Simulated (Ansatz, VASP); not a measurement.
## InSb in VASP and in Ansatz

```
CELL_PARAMETERS angstrom
5.59990 0.00000 0.00000
0.00000 6.07951 0.00000
0.00000 0.00000 3.30965
ATOMIC_POSITIONS crystal
In 0.00000 0.00000 0.22200
In 0.50000 0.50000 0.77800
Sb 0.50000 0.00000 0.74368
Sb 0.00000 0.50000 0.25632
```

Alike in both runs: functional PBE; k mesh 8 × 8 × 16; occupations gaussian, width 0.1 eV; no spin polarisation.

Ansatz relaxed the structure, and its values are those at the end. VASP's run is a single point on that final structure, the one shown.

```csv
,VASP,Ansatz
version,VASP 6.6.1,Ansatz 0.2.0
potentials or method,"VASP PAW PBE potentials, release 64 (In_d, Sb), cutoff 520 eV","scalar-relativistic, plane waves, PAW"
valence electrons in the cell,36,56
```

Ansatz gave:

- gap on the k mesh at the Fermi level (eV): none
- pressure (GPa): 0.0

What did VASP give for the same quantities?

gap on the k mesh at the Fermi level (eV): none; pressure (GPa): -0.1.

A gap of «none» marks a metal or a gap that the smearing closes. VASP's potentials hold 36 valence electrons a cell and Ansatz's 56, so a difference there can come from the potentials and not from the codes.

Neither program's run includes spin-orbit coupling.
